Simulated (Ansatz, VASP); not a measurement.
# TiOs in VASP and in Ansatz

```xyz
2
Lattice="3.1404 0.0000 0.0000 0.0000 3.1404 0.0000 0.0000 0.0000 3.1404" Properties=species:S:1:pos:R:3 pbc="T T T"
Ti    1.5702    1.5702    1.5702
Os    0.0000    0.0000    0.0000
```

Change from the starting cell: volume scaled by 1.06.

Alike in both runs: task single point; functional PBEsol; k mesh 13 × 13 × 13; occupations fermi-dirac, width 0.03 eV; no spin polarisation.

```csv
,VASP,Ansatz
version,VASP 6.6.1,Ansatz 0.2.0
potentials or method,"VASP PAW PBE potentials, release 64 (Ti_sv, Os), cutoff 520 eV","all-electron LAPW, scalar-relativistic"
```

|  | VASP | Ansatz | Ansatz less VASP |
| --- | --- | --- | --- |
| pressure (GPa) | -17.5 | -17.3 | +0.22 |

VASP's potentials were made for PBE, not for PBEsol. Ansatz ran all-electron here, and VASP with PAW potentials.

Neither program's run includes spin-orbit coupling.
